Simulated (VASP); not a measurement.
# TePb (Fm-3m) in VASP: relaxation of cell and atoms with LDA

Aim: the relaxation of cell and atoms of TePb with LDA.

Program: VASP 6.6.1. These are calculated values, not measurements. Logs are shortened: lines on timing, memory, paths and dates and some standing lists are left out, and cuts for length are marked.

## Step 1: The cell of the first run

Symmetry: Fm-3m, No. 225, cubic system. Conventional cell: a = 6.462 Å, b = 6.462 Å, c = 6.462 Å, α = 90.00°, β = 90.00°, γ = 90.00°. Te (site symmetry m-3m) has 6 Pb at 3.23 Å within 4.3 Å. Pb (site symmetry m-3m) has 6 Te at 3.23 Å within 4.3 Å.

## Step 2: Relaxation of cell and atoms, LDA

Contents of INCAR:

```
PREC = Accurate ; ENCUT = 600
EDIFF = 1E-7 ; ISMEAR = -1
SIGMA = 0.1 ; LREAL = F
LASPH = T ; NELM = 80
ALGO = Normal ; ISIF = 3
LWAVE = F ; LCHARG = F
GGA = CA ; IBRION = 2
NSW = 100 ; EDIFFG = -0.002
```

Contents of KPOINTS:

```
regular mesh
0
Gamma
  14 14 14
```

Contents of POSCAR:

```
TePb
1.0
    0.0000000000      3.2310000000      3.2310000000
    3.2310000000      0.0000000000      3.2310000000
    3.2310000000      3.2310000000      0.0000000000
Te Pb
1 1
Direct
    0.5000000000      0.5000000000      0.5000000000
    0.0000000000      0.0000000000      0.0000000000
```

Potentials or basis: VASP PAW LDA potentials, release 64 (Te, Pb_d).

The run is started by

```console
$ cat potpaw_LDA.64/Te/POTCAR potpaw_LDA.64/Pb_d/POTCAR > POTCAR
$ mpirun -np 1 vasp_std > vasp.out
```

OUTCAR:

```text
PREC = Accurate
   ENCUT = 600
   EDIFF = 1E-7
   ISMEAR = -1
   LREAL = F
   LASPH = T
   NELM = 80
   ISIF = 3
   GGA = CA
   IBRION = 2
   NSW = 100
   EDIFFG = -0.002

 ion  position               nearest neighbor table
   1  0.500  0.500  0.500-   2 3.23   2 3.23   2 3.23   2 3.23   2 3.23   2 3.23
   2  0.000  0.000  0.000-   1 3.23   1 3.23   1 3.23   1 3.23   1 3.23   1 3.23

  LATTYP: Found a face centered cubic cell.
 ALAT       =     6.4620000000

  Lattice vectors:

 A1 = (   0.0000000000,   3.2310000000,   3.2310000000)
 A2 = (   3.2310000000,   0.0000000000,   3.2310000000)
 A3 = (   3.2310000000,   3.2310000000,   0.0000000000)

Analysis of symmetry for initial positions (statically):
=====================================================================
 Subroutine PRICEL returns:
 Original cell was already a primitive cell.

 Routine SETGRP: Setting up the symmetry group for a
 face centered cubic supercell.

 Subroutine GETGRP returns: Found 48 space group operations
 (whereof 48 operations were pure point group operations)
 out of a pool of 48 trial point group operations.

The static configuration has the point symmetry O_h .

Analysis of symmetry for dynamics (positions and initial velocities):
=====================================================================
 Subroutine PRICEL returns:
 Original cell was already a primitive cell.

 Routine SETGRP: Setting up the symmetry group for a
 face centered cubic supercell.

 Subroutine GETGRP returns: Found 48 space group operations
 (whereof 48 operations were pure point group operations)
 out of a pool of 48 trial point group operations.

The dynamic configuration has the point symmetry O_h .

 Subroutine INISYM returns: Found 48 space group operations
 (whereof 48 operations are pure point group operations),
 and found     1 'primitive' translations

----------------------------------------------------------------------------------------

                                     Primitive cell

  volume of cell :      67.4592

  direct lattice vectors                    reciprocal lattice vectors
     0.000000000  3.231000000  3.231000000    -0.154750851  0.154750851  0.154750851
     3.231000000  0.000000000  3.231000000     0.154750851 -0.154750851  0.154750851
     3.231000000  3.231000000  0.000000000     0.154750851  0.154750851 -0.154750851

  length of vectors
     4.569324020  4.569324020  4.569324020     0.268036337  0.268036337  0.268036337

  position of ions in fractional coordinates (direct lattice)
     0.500000000  0.500000000  0.500000000
     0.000000000  0.000000000  0.000000000

  ion indices of the primitive-cell ions
   primitive index   ion index
                 1           1
                 2           2

----------------------------------------------------------------------------------------

 KPOINTS: regular mesh

Automatic generation of k-mesh.
 Grid dimensions read from file:
 generate k-points for:   14   14   14

 Generating k-lattice:

  Cartesian coordinates                     Fractional coordinates (reciprocal lattice)
    -0.011053632  0.011053632  0.011053632     0.071428571  0.000000000  0.000000000
     0.011053632 -0.011053632  0.011053632     0.000000000  0.071428571  0.000000000
     0.011053632  0.011053632 -0.011053632     0.000000000  0.000000000  0.071428571

  Length of vectors
     0.019145453  0.019145453  0.019145453

  Shift w.r.t. Gamma in fractional coordinates (k-lattice)
     0.000000000  0.000000000  0.000000000

 Subroutine IBZKPT returns following result:
 ===========================================

 Found    104 irreducible k-points:

 Following reciprocal coordinates:
            Coordinates               Weight
  0.000000  0.000000  0.000000      1.000000
  0.071429  0.000000  0.000000      8.000000
  0.142857  0.000000  0.000000      8.000000
  0.214286  0.000000  0.000000      8.000000
  0.285714  0.000000  0.000000      8.000000
  0.357143  0.000000  0.000000      8.000000
[... 16 lines left out ...]
  0.214286  0.142857  0.000000     24.000000
  0.285714  0.142857  0.000000     24.000000
 [... further k-points ...]
   k-points           NKPTS =    104   k-points in BZ     NKDIM =    104   number of bands    NBANDS=     14
   number of dos      NEDOS =    301   number of ions     NIONS =      2
   total plane-waves  NPLWV =  64000
   dimension x,y,z NGX =    40 NGY =   40 NGZ =   40
   dimension x,y,z NGXF=    80 NGYF=   80 NGZF=   80
   ions per type =               1   1
   NGX,Y,Z   is equivalent  to a cutoff of  14.55, 14.55, 14.55 a.u.
   NGXF,Y,Z  is equivalent  to a cutoff of  29.11, 29.11, 29.11 a.u.
 SYSTEM =  unknown system
   PREC   = accura    normal or accurate (medium, high low for compatibility)
   ISTART =      0    job   : 0-new  1-cont  2-samecut
   ICHARG =      2    charge: 1-file 2-atom 10-const
   ISPIN  =      1    spin polarized calculation?
   LNONCOLLINEAR =      F non collinear calculations
   LSORBIT =      F    spin-orbit coupling
   LASPH  =      T    aspherical Exc in radial PAW
   ENCUT  =  600.0 eV  44.10 Ry    6.64 a.u.   9.13  9.13  9.13*2*pi/ulx,y,z
   NELM   =     80;   NELMIN=  2; NELMDL= -5     # of ELM steps
   EDIFF  = 0.1E-06   stopping-criterion for ELM
   LREAL  =      F    real-space projection
   EDIFFG = -.2E-02   stopping-criterion for IOM
   NSW    =    100    number of steps for IOM
   IBRION =      2    ionic relax: 0-MD 1-quasi-New 2-CG
   NFREE  =      1    steps in history (QN), initial steepest desc. (CG)
   ISIF   =      3    stress and relaxation
   ISYM   =      2    0-nonsym 1-usesym 2-fastsym
   POTIM  = 0.5000    time-step for ionic-motion
   TEBEG  =    0.0;   TEEND  =   0.0 temperature during run
   PSTRESS=    0.0 pullay stress
   NELECT =      20.0000    total number of electrons
   NUPDOWN=      -1.0000    fix difference up-down
   EMIN   =  10.00;   EMAX   =-10.00  energy-range for DOS
   EFERMI =   0.00;   METHOD = LEGACY
   ISMEAR =    -1;   SIGMA  =   0.10  broadening in eV -4-tet -1-fermi 0-gaus
   EFERMI_NEDOS =   21; number of points for ismear=-14 and -15
   IALGO  =     38    algorithm
   IMIX   =      4    mixing-type and parameters
     AMIX     =   0.40;   BMIX     =  1.00
     AMIX_MAG =   1.60;   BMIX_MAG =  1.00
  volume/ion in A,a.u.               =      33.73       227.62
  Fermi-wavevector in a.u.,A,eV,Ry     =   1.091619  2.062861 16.213147  1.191633
  Thomas-Fermi vector in A             =   2.227868
   LORBIT       =      0    0 simple, 1 ext, 2 COOP (PROOUT), +10 PAW based schemes
   GGA     = CA    functional components
   LHFCALC =     F    Hartree Fock is set to
   AEXX    =    0.0000 exact exchange contribution
   IVDW    =     0    specifies the selected vdW correction
   LEPSILON=     F    determine dielectric tensor
   LRPA    =     F    only Hartree local field effects (RPA)
 conjugate gradient relaxation of ions
 non-spin polarized calculation
  energy-cutoff  :      600.00
  volume of cell :       67.46
 maximum number of plane-waves:      2272
 NGX is ok and might be reduce to    40
   NGX = 19   NGY = 19   NGZ = 19

--------------------------------------- Ionic step        1  -------------------------------------------

 number of electron      19.9999998 magnetization

 Free energy of the ion-electron system (eV)
  ---------------------------------------------------
  ext. energy  EPLUGINS =         0.00000000
  ---------------------------------------------------
  free energy    TOTEN  =        -8.76290802 eV

  energy without entropy =       -8.76218667  energy(sigma->0) =       -8.76254734

------------------------ aborting loop because EDIFF is reached ----------------------------------------

  FORCE on cell =-STRESS in cart. coord.  units (eV):
  Direction    XX          YY          ZZ          XY          YZ          ZX
  --------------------------------------------------------------------------------------
  -------------------------------------------------------------------------------------
  Total       -0.6858580     -0.6858580     -0.6858580     -0.0000000      0.0000000     -0.0000000
  in kB      -16.2893560    -16.2893560    -16.2893560     -0.0000000      0.0000000     -0.0000000
  external PRESSURE =     -16.2893560 kB  Pullay stress =       0.0000000 kB
[... 57 lines left out ...]
  energy  without entropy=       -8.7725918441  energy(sigma->0) =       -8.77302200

--------------------------------------- Ionic step        3  -------------------------------------------

 number of electron      20.0000001 magnetization

 Free energy of the ion-electron system (eV)
  ---------------------------------------------------
  ext. energy  EPLUGINS =         0.00000000
  ---------------------------------------------------
  free energy    TOTEN  =        -8.77540812 eV

  energy without entropy =       -8.77459558  energy(sigma->0) =       -8.77500185

 E-fermi :   6.2278     XC(G=0):  -9.7331

 val. band max:        5.9003711735   @ k =   0.5000   0.0000   0.0000
 cond. band min:       6.4594992437   @ k =   0.5000   0.0000   0.0000
 fundamental gap:      0.5591280702
 Fermi energy:         6.2278122872

 k-point     1 :       0.0000    0.0000    0.0000
  band No.  band energies     occupation
      1     -10.8416      2.00000
      2     -10.8416      2.00000
      3     -10.8248      2.00000
      4     -10.8248      2.00000
      5     -10.8248      2.00000
      6      -6.4680      2.00000
      7       0.3115      2.00000
      8       4.4082      2.00000
      9       4.4082      2.00000
     10       4.4082      2.00000
     11       9.9208      0.00000
     12       9.9208      0.00000
     13       9.9208      0.00000
     14      11.5912      0.00000
[... 375 lines left out ...]
 k-point    24 :       0.2857    0.1429    0.0000
  band No.  band energies     occupation
      1     -10.8628      2.00000
      2     -10.8415      2.00000
      3     -10.8269      2.00000
      4     -10.8138      2.00000
      5     -10.8115      2.00000
      6      -5.8150      2.00000
      7      -1.2048      2.00000
      8       3.8901      2.00000
      9       3.9850      2.00000
     10       5.1298      1.99997
     11       7.5911      0.00000
     12       9.3247      0.00000
     13       9.4685      0.00000
     14      10.6431      0.00000

 [... further k-points ...]

------------------------ aborting loop because EDIFF is reached ----------------------------------------

  FORCE on cell =-STRESS in cart. coord.  units (eV):
  Direction    XX          YY          ZZ          XY          YZ          ZX
  --------------------------------------------------------------------------------------
  -------------------------------------------------------------------------------------
  Total       -0.0032695     -0.0032695     -0.0032695      0.0000000     -0.0000000     -0.0000000
  in kB       -0.0805006     -0.0805006     -0.0805006      0.0000000     -0.0000000     -0.0000000
  external PRESSURE =      -0.0805006 kB  Pullay stress =       0.0000000 kB
[... 17 lines left out ...]
  FREE ENERGIE OF THE ION-ELECTRON SYSTEM (eV)
  ---------------------------------------------------
  free  energy   TOTEN  =        -8.7754081150 eV

  energy  without entropy=       -8.7745955801  energy(sigma->0) =       -8.77500185

 reached required accuracy - stopping structural energy minimisation
```

Wall time 3.5 min (1 thread of Intel Xeon Platinum 8259CL at 2.50GHz (Skylake/Cascade Lake), shared host); peak memory 0.29 GiB.

What came out:

```
Free energy                           : -8.7754 eV
Relaxed volume                        : 32.54 Å³/atom
Relaxed cell                          : a = 4.515 Å, b = 4.515 Å, c = 4.515 Å, α = 60.00°, β = 60.00°, γ = 60.00°
Space group after relaxing (to 0.1 Å) : Fm-3m (No. 225)
Energy gained by relaxing             : 6.3 meV/atom
Ionic steps                           : 3
Pressure after relaxing               : 0.0 GPa
Band gap on the k mesh                : 0.56 eV
```

Step by step:
```
step  energy change (eV)  largest force (eV/Å)  pressure (GPa)  volume (Å³)
   1              0.0000                0.0000           -1.63        67.46
   2             -0.0105                0.0000            0.71        64.17
   3             -0.0125                0.0000           -0.01        65.07
```

Final structure:
```
Te Pb
1.0
     0.00000    3.19244    3.19244
     3.19244    0.00000    3.19244
     3.19244    3.19244    0.00000
Te Pb
1 1
Direct
  0.50000 0.50000 0.50000
  0.00000 0.00000 0.00000
```

Caveat: spin-orbit coupling is left out, which moves the levels of the heavy elements. Zero-point motion and thermal expansion aren't in these numbers.
